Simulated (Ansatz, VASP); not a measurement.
# One calculation of SrTiO3, two programs

```
Sr Ti O
1.0
     3.95639    0.00000    0.00000
     0.00000    3.95639    0.00000
     0.00000    0.00000    3.95639
Sr Ti O
1 1 3
Direct
  0.00000 0.00000 0.00000
  0.50000 0.50000 0.50000
  0.00000 0.50000 0.50000
  0.50000 0.00000 0.50000
  0.50000 0.50000 0.00000
```

Change from the starting cell: volume scaled by 1.04.

Alike in both runs: task single point; functional PBEsol; k mesh 7 × 7 × 7; occupations fermi-dirac, width 0.05 eV; no spin polarisation.

|  | VASP | Ansatz |
| --- | --- | --- |
| version | VASP 6.6.1 | Ansatz 0.2.0 |
| potentials or method | VASP PAW PBE potentials, release 64 (Sr_sv, Ti_sv, O), cutoff 520 eV | all-electron LAPW, scalar-relativistic |

```csv
,VASP,Ansatz,Ansatz less VASP
pressure (GPa),-7.7,-8.3,-0.64
```

VASP's potentials were made for PBE, not for PBEsol. Ansatz ran all-electron here, and VASP with PAW potentials.
